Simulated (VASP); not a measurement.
Input of a VASP 6.6.1 run:

File INCAR:

```
SYSTEM = Hg
  PREC = Accurate
  ENCUT = 520
  EDIFF = 1E-6
  ISMEAR = 0
  SIGMA = 0.15
  LREAL = .FALSE.
  LASPH = .TRUE.
  NELM = 80
  ALGO = Fast
  ISIF = 2
  LWAVE = .FALSE.
  LCHARG = .FALSE.
  GGA = PS
  IVDW = 12
  NBANDS = 19
```

KPOINTS

```
regular mesh
0
G
  18 18 10
  0 0 0
```

POSCAR

```
Hg
1.0
    3.0752000000      0.0000000000      0.0000000000
   -1.5376000000      2.6632013217      0.0000000000
    0.0000000000      0.0000000000      5.0554047156
Hg
2
Direct
    0.6666666667      0.3333333333      0.7500000000
    0.3333333333      0.6666666667      0.2500000000
```

Potentials or basis: VASP PAW PBE potentials, release 64 (Hg).

Command:

```console
$ cat potpaw_PBE.64/Hg/POTCAR > POTCAR
$ mpirun -np 1 vasp_std > vasp.out
```

Problem. What does it give for the dispersion energy per atom?

Solution. -0.484 eV.

Problem. Estimate the band gap on the k mesh.

Solution. Zero (band 12 reaches 4.09 eV, above the bottom of band 13 at 2.31 eV).

Problem. What does it give for the pressure?

Solution. 4.0 GPa.

Caveat: the PAW data sets were made with another functional, which shifts forces and pressure a little; spin-orbit coupling is left out, which moves the levels of the heavy elements; pairwise dispersion overbinds metals, which lowers pressure and volume.
